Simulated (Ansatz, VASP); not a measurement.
Two plane-wave programs on Mo

```
CELL_PARAMETERS angstrom
2.74882 0.00000 0.00000
-1.37441 2.38055 0.00000
0.00000 0.00000 2.60992
ATOMIC_POSITIONS crystal
Mo 0.00000 0.00000 0.50000
```

Change from the starting cell: strain +0.000 along x and y, +0.030 along z, atoms carried along.

Alike in both runs: task single point; functional r2SCAN; k mesh 24 × 24 × 24; occupations gaussian, width 0.15 eV; no spin polarisation.

|  | VASP | Ansatz |
| --- | --- | --- |
| version | VASP 6.6.1 | Ansatz 0.2.0 |
| potentials or method | VASP PAW PBE potentials, release 64 (Mo_sv), cutoff 520 eV | scalar-relativistic, plane waves, PAW |
| valence electrons in the cell | 14 | 14 |

|  | VASP | Ansatz | Ansatz less VASP |
| --- | --- | --- | --- |
| gap on the k mesh at the Fermi level (eV) | none | none | - |
| pressure (GPa) | -4.5 | -5.4 | -0.91 |
| traceless stress, the component that is largest in VASP (GPa) | -6.31 | -6.38 | -0.075 |

VASP's potentials were made for PBE, not for r2SCAN. A gap of «none» marks a metal or a gap that the smearing closes.
